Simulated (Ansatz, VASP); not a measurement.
# One calculation of I, two programs

Contents of INCAR:

```
ALGO = Normal ; EDIFF = 1E-7
ENCUT = 520 ; GGA = PE
ISIF = 2 ; ISMEAR = -1
LASPH = True ; LCHARG = True
LELF = True ; LREAL = False
LVHAR = True ; LWAVE = False
NBANDS = 10 ; NELM = 80
PREC = Accurate ; SIGMA = 0.05
```

The input KPOINTS:

```
k-points
0
Gamma
  11 11 11
```

Contents of POSCAR:

```
I
1.0
   -1.6491788773      1.6491788773      4.3484529220
    1.6491788773     -1.6491788773      4.3484529220
    1.6491788773      1.6491788773     -4.3484529220
I
1
Direct
    0.0000000000      0.0000000000      0.0000000000
```

The input input.yaml:

```yaml
crystal:
  lattice:
    - [-1.6491788773, 1.6491788773, 4.348452922]
    - [1.6491788773, -1.6491788773, 4.348452922]
    - [1.6491788773, 1.6491788773, -4.348452922]
  atoms:
    - { symbol: I, position: [0.0, 0.0, 0.0] }
kpoints:
  mp_grid: { grid: [11, 11, 11] }
scf:
  occupations: { method: fermi_dirac, width: 0.05 }
hamiltonian:
  xc: pbe
  pseudopotentials: { kind: all_electron, lapw: { basis_error: 0.0005 } }
output:
  forces: true
  stress: true
  eigenvalues: true
```

Change from the starting cell: volume scaled by 1.06.

Alike in both runs: task single point; functional PBE; k mesh 11 × 11 × 11; occupations fermi-dirac, width 0.05 eV; no spin polarisation.

```csv
,VASP,Ansatz
version,VASP 6.6.1,Ansatz 0.2.0
potentials or method,"VASP PAW PBE potentials, release 64 (I), cutoff 520 eV","all-electron LAPW, scalar-relativistic"
```

Ansatz gave:

* gap on the k mesh at the Fermi level (eV): none
* pressure (GPa): -1.0
* traceless stress, the component that is largest in VASP (GPa): 1.11

Question: Estimate VASP's values.

Answer: gap on the k mesh at the Fermi level (eV): none; pressure (GPa): -1.0; traceless stress, the component that is largest in VASP (GPa): 1.14.

A gap of «none» marks a metal or a gap that the smearing closes. Ansatz ran all-electron here, and VASP with PAW potentials.

Spin-orbit coupling is off throughout.
